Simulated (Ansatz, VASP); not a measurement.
Ag in VASP and in Ansatz

```
CELL_PARAMETERS angstrom
0.00000 2.08360 2.04275
2.08360 0.00000 2.04275
2.08360 2.08360 0.00000
ATOMIC_POSITIONS crystal
Ag 0.00000 0.00000 0.00000
```

Alike in both runs: task single point; functional PBE; k mesh 15 × 15 × 15; no spin polarisation.

|  | VASP | Ansatz |
| --- | --- | --- |
| version | VASP 6.6.1 | Ansatz 0.2.0 |
| potentials or method | VASP PAW PBE potentials, release 64 (Ag), cutoff 520 eV | plane waves, PAW |
| occupations | fermi-dirac, width 0.1 eV | fermi-dirac |
| valence electrons in the cell | 11 | 19 |

VASP gave:

| Property | Result |
| --- | --- |
| pressure (GPa) | 0.4 |
| traceless stress, the component that is largest in VASP (GPa) | 0.21 |

**Question.** What did Ansatz give for the same quantities?

**Answer.** Pressure (GPa): 0.5; traceless stress, the component that is largest in VASP (GPa): 0.22.

VASP's potentials hold 11 valence electrons a cell and Ansatz's 19, so a difference there can come from the potentials and not from the codes. Ansatz's warnings: stress scf threshold loose.
